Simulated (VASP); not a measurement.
# LaHg (Pm-3m) in VASP: further runs

LaHg is run at these levels: LDA; tasks: electric field gradients.

Everything below comes from runs of VASP 6.6.1. Logs are shortened: lines on timing, memory, paths and dates and some standing lists are left out, and cuts for length are marked.

## 1. The cell of the first run

The structure is cubic, space group Pm-3m (No. 221). Conventional cell: a = 3.759 Å, b = 3.759 Å, c = 3.759 Å, α = 90.00°, β = 90.00°, γ = 90.00°. La (site symmetry m-3m) has 8 Hg at 3.26 Å and 6 La at 3.76 Å within 4.3 Å. Hg (site symmetry m-3m) has 8 La at 3.26 Å and 6 Hg at 3.76 Å within 4.3 Å.

## 2. Electric field gradients, LDA (26.55 Å³/atom)

Contents of INCAR:

```
  ALGO = Normal
  EDIFF = 1E-8
  ENCUT = 520
  GGA = CA
  ISIF = 2
  ISMEAR = -1
  LASPH = T
  LCHARG = F
  LEFG = T
  LREAL = F
  LWAVE = F
  NBANDS = 18
  NELM = 60
  PREC = Accurate
  SIGMA = 0.08
```

Contents of KPOINTS:

```
k-points
0
Gamma
  11 11 11
```

Contents of POSCAR:

```
LaHg
1.0
    3.7586718991      0.0000000000      0.0000000000
    0.0000000000      3.7586718991      0.0000000000
    0.0000000000      0.0000000000      3.7586718991
La Hg
1 1
Direct
    0.5000000000      0.5000000000      0.5000000000
    0.0000000000      0.0000000000      0.0000000000
```

Potentials or basis: VASP PAW LDA potentials, release 64 (La, Hg).

Launch:

```
> cat potpaw_LDA.64/La/POTCAR potpaw_LDA.64/Hg/POTCAR > POTCAR
> mpirun -np 1 vasp_std > vasp.out
```

OUTCAR:

```text
EDIFF = 1E-8
   ENCUT = 520
   GGA = CA
   ISIF = 2
   ISMEAR = -1
   LASPH = T
   LREAL = F
   NELM = 60
   PREC = Accurate

 ion  position               nearest neighbor table
   1  0.500  0.500  0.500-   2 3.26   2 3.26   2 3.26   2 3.26   2 3.26   2 3.26   2 3.26   2 3.26

   2  0.000  0.000  0.000-   1 3.26   1 3.26   1 3.26   1 3.26   1 3.26   1 3.26   1 3.26   1 3.26

  LATTYP: Found a simple cubic cell.
 ALAT       =     3.7586718991

  Lattice vectors:

 A1 = (   3.7586718991,   0.0000000000,   0.0000000000)
 A2 = (   0.0000000000,   3.7586718991,   0.0000000000)
 A3 = (   0.0000000000,   0.0000000000,   3.7586718991)

Analysis of symmetry for initial positions (statically):
=====================================================================
 Subroutine PRICEL returns:
 Original cell was already a primitive cell.

 Routine SETGRP: Setting up the symmetry group for a
 simple cubic supercell.

 Subroutine GETGRP returns: Found 48 space group operations
 (whereof 48 operations were pure point group operations)
 out of a pool of 48 trial point group operations.

The static configuration has the point symmetry O_h .

Analysis of symmetry for dynamics (positions and initial velocities):
=====================================================================
 Subroutine PRICEL returns:
 Original cell was already a primitive cell.

 Routine SETGRP: Setting up the symmetry group for a
 simple cubic supercell.

 Subroutine GETGRP returns: Found 48 space group operations
 (whereof 48 operations were pure point group operations)
 out of a pool of 48 trial point group operations.

The dynamic configuration has the point symmetry O_h .

 Subroutine INISYM returns: Found 48 space group operations
 (whereof 48 operations are pure point group operations),
 and found     1 'primitive' translations

----------------------------------------------------------------------------------------

                                     Primitive cell

  volume of cell :      53.1011

  direct lattice vectors                    reciprocal lattice vectors
     3.758671899  0.000000000  0.000000000     0.266051421  0.000000000  0.000000000
     0.000000000  3.758671899  0.000000000     0.000000000  0.266051421  0.000000000
     0.000000000  0.000000000  3.758671899     0.000000000  0.000000000  0.266051421

  length of vectors
     3.758671899  3.758671899  3.758671899     0.266051421  0.266051421  0.266051421

  position of ions in fractional coordinates (direct lattice)
     0.500000000  0.500000000  0.500000000
     0.000000000  0.000000000  0.000000000

  ion indices of the primitive-cell ions
   primitive index   ion index
                 1           1
                 2           2

----------------------------------------------------------------------------------------

 KPOINTS: k-points

Automatic generation of k-mesh.
 Grid dimensions read from file:
 generate k-points for:   11   11   11

 Generating k-lattice:

  Cartesian coordinates                     Fractional coordinates (reciprocal lattice)
     0.024186493  0.000000000  0.000000000     0.090909091  0.000000000  0.000000000
     0.000000000  0.024186493  0.000000000     0.000000000  0.090909091  0.000000000
     0.000000000  0.000000000  0.024186493     0.000000000  0.000000000  0.090909091

  Length of vectors
     0.024186493  0.024186493  0.024186493

  Shift w.r.t. Gamma in fractional coordinates (k-lattice)
     0.000000000  0.000000000  0.000000000

 Subroutine IBZKPT returns following result:
 ===========================================

 Found     56 irreducible k-points:

 Following reciprocal coordinates:
            Coordinates               Weight
  0.000000  0.000000  0.000000      1.000000
  0.090909  0.000000  0.000000      6.000000
  0.181818  0.000000  0.000000      6.000000
  0.272727  0.000000  0.000000      6.000000
  0.363636  0.000000  0.000000      6.000000
  0.454545  0.000000  0.000000      6.000000
[... 16 lines left out ...]
  0.181818  0.090909  0.090909     24.000000
  0.272727  0.090909  0.090909     24.000000
 [... further k-points ...]
   k-points           NKPTS =     56   k-points in BZ     NKDIM =     56   number of bands    NBANDS=     18
   number of dos      NEDOS =    301   number of ions     NIONS =      2
   total plane-waves  NPLWV =  21952
   dimension x,y,z NGX =    28 NGY =   28 NGZ =   28
   dimension x,y,z NGXF=    56 NGYF=   56 NGZF=   56
   ions per type =               1   1
   NGX,Y,Z   is equivalent  to a cutoff of  12.38, 12.38, 12.38 a.u.
   NGXF,Y,Z  is equivalent  to a cutoff of  24.77, 24.77, 24.77 a.u.
 SYSTEM =  unknown system
   PREC   = accura    normal or accurate (medium, high low for compatibility)
   ISTART =      0    job   : 0-new  1-cont  2-samecut
   ICHARG =      2    charge: 1-file 2-atom 10-const
   ISPIN  =      1    spin polarized calculation?
   LNONCOLLINEAR =      F non collinear calculations
   LSORBIT =      F    spin-orbit coupling
   LASPH  =      T    aspherical Exc in radial PAW
   ENCUT  =  520.0 eV  38.22 Ry    6.18 a.u.   6.99  6.99  6.99*2*pi/ulx,y,z
   NELM   =     60;   NELMIN=  2; NELMDL= -5     # of ELM steps
   EDIFF  = 0.1E-07   stopping-criterion for ELM
   LREAL  =      F    real-space projection
   EDIFFG = 0.1E-06   stopping-criterion for IOM
   NSW    =      0    number of steps for IOM
   IBRION =     -1    ionic relax: 0-MD 1-quasi-New 2-CG
   NFREE  =      0    steps in history (QN), initial steepest desc. (CG)
   ISIF   =      2    stress and relaxation
   ISYM   =      2    0-nonsym 1-usesym 2-fastsym
   POTIM  = 0.5000    time-step for ionic-motion
   TEBEG  =    0.0;   TEEND  =   0.0 temperature during run
   PSTRESS=    0.0 pullay stress
   NELECT =      23.0000    total number of electrons
   NUPDOWN=      -1.0000    fix difference up-down
   EMIN   =  10.00;   EMAX   =-10.00  energy-range for DOS
   EFERMI =   0.00;   METHOD = LEGACY
   ISMEAR =    -1;   SIGMA  =   0.08  broadening in eV -4-tet -1-fermi 0-gaus
   EFERMI_NEDOS =   21; number of points for ismear=-14 and -15
   IALGO  =     38    algorithm
   IMIX   =      4    mixing-type and parameters
     AMIX     =   0.40;   BMIX     =  1.00
     AMIX_MAG =   1.60;   BMIX_MAG =  1.00
  volume/ion in A,a.u.               =      26.55       179.17
  Fermi-wavevector in a.u.,A,eV,Ry     =   1.238653  2.340715 20.874895  1.534261
  Thomas-Fermi vector in A             =   2.373169
   LORBIT       =      0    0 simple, 1 ext, 2 COOP (PROOUT), +10 PAW based schemes
   GGA     = CA    functional components
   LHFCALC =     F    Hartree Fock is set to
   AEXX    =    0.0000 exact exchange contribution
   IVDW    =     0    specifies the selected vdW correction
   LEPSILON=     F    determine dielectric tensor
   LRPA    =     F    only Hartree local field effects (RPA)
 non-spin polarized calculation
  energy-cutoff  :      520.00
  volume of cell :       53.10
 maximum number of plane-waves:      1443
 NGX is ok and might be reduce to    28
   NGX = 13   NGY = 13   NGZ = 13

 number of electron      23.0000001 magnetization

 Free energy of the ion-electron system (eV)
  ---------------------------------------------------
  ext. energy  EPLUGINS =         0.00000000
  ---------------------------------------------------
  free energy    TOTEN  =        -7.68572941 eV

  energy without entropy =       -7.63192293  energy(sigma->0) =       -7.65882617

 E-fermi :   7.2207     XC(G=0): -10.9459

 val. band max:        7.2180527682   @ k =   0.0909   0.0000   0.0000
 cond. band min:       7.2213082889   @ k =   0.2727   0.0909   0.0909
 fundamental gap:      0.0032555207
 Fermi energy:         7.2207165456

 k-point     1 :       0.0000    0.0000    0.0000
  band No.  band energies     occupation
      1     -25.5857      2.00000
      2      -9.0217      2.00000
      3      -9.0217      2.00000
      4      -9.0217      2.00000
      5      -0.6782      2.00000
      6      -0.6782      2.00000
[... 10 lines left out ...]
     17       8.8439      0.00000
     18       8.8439      0.00000
[... 463 lines left out ...]
 k-point    24 :       0.2727    0.0909    0.0909
  band No.  band energies     occupation
      1     -25.5339      2.00000
      2      -9.5462      2.00000
      3      -9.0603      2.00000
      4      -9.0533      2.00000
      5      -0.5375      2.00000
      6      -0.3091      2.00000
[... 10 lines left out ...]
     17       8.9482      0.00000
     18       8.9567      0.00000

 [... further k-points ...]

------------------------ aborting loop because EDIFF is reached ----------------------------------------

  FORCE on cell =-STRESS in cart. coord.  units (eV):
  Direction    XX          YY          ZZ          XY          YZ          ZX
  --------------------------------------------------------------------------------------
  -------------------------------------------------------------------------------------
  Total        0.7478414      0.7478414      0.7478414      0.0000000      0.0000000      0.0000000
  in kB       22.5640386     22.5640386     22.5640386      0.0000000      0.0000000      0.0000000
  external PRESSURE =      22.5640386 kB  Pullay stress =       0.0000000 kB

 VOLUME and BASIS-vectors are now :
 -----------------------------------------------------------------------------
  energy-cutoff  :      520.00
  volume of cell :       53.10
      direct lattice vectors                 reciprocal lattice vectors
     3.758671899  0.000000000  0.000000000     0.266051421  0.000000000  0.000000000
     0.000000000  3.758671899  0.000000000     0.000000000  0.266051421  0.000000000
     0.000000000  0.000000000  3.758671899     0.000000000  0.000000000  0.266051421

 POSITION                                       TOTAL-FORCE (eV/Angst)
 -----------------------------------------------------------------------------------
      1.87934      1.87934      1.87934         0.000000      0.000000      0.000000
      0.00000      0.00000      0.00000         0.000000      0.000000      0.000000
 -----------------------------------------------------------------------------------
    total drift:                               -0.000000      0.000000      0.000000

  FREE ENERGIE OF THE ION-ELECTRON SYSTEM (eV)
  ---------------------------------------------------
  free  energy   TOTEN  =        -7.6857294108 eV

  energy  without entropy=       -7.6319229281  energy(sigma->0) =       -7.65882617

 Electric field gradients (V/A^2)
---------------------------------------------------------------------
 ion       V_xx      V_yy      V_zz      V_xy      V_xz      V_yz
---------------------------------------------------------------------
   1       0.000     0.000    -0.000     0.000     0.000     0.000
   2      -0.000    -0.000     0.000     0.000    -0.000    -0.000
---------------------------------------------------------------------

 Electric field gradients after diagonalization (V/A^2)
 (convention: |V_zz| > |V_xx| > |V_yy|)
----------------------------------------------------------------------
 ion       V_xx      V_yy      V_zz     asymmetry (V_yy - V_xx)/ V_zz
----------------------------------------------------------------------
   1       0.000     0.000    -0.000       0.106
   2      -0.000     0.000    -0.000      -0.784
----------------------------------------------------------------------

           NMR quadrupolar parameters

 Cq : quadrupolar parameter    Cq=e*Q*V_zz/h
 eta: asymmetry parameters     (V_yy - V_xx)/ V_zz
 Q  : nuclear electric quadrupole moment in mb (millibarn)
----------------------------------------------------------------------
 ion       Cq(MHz)       eta       Q (mb)
----------------------------------------------------------------------
   1      -0.000       0.106       1.000
   2      -0.000      -0.784       1.000
----------------------------------------------------------------------
```

It took 82 s on 1 thread of AMD EPYC 7R13, shared host; peak memory 0.2 GiB.

What came out:

```
Free energy                             : -7.6857 eV
Pressure                                : 2.3 GPa
Band gap on the k mesh                  : zero (an odd number of electrons rules out a gap without spin polarisation)
Largest electric field gradient by atom : under 0.05 V/Å² on every atom
```

Caveat: spin-orbit coupling is left out, which moves the levels of the heavy elements.

[end of part 1 of 2]
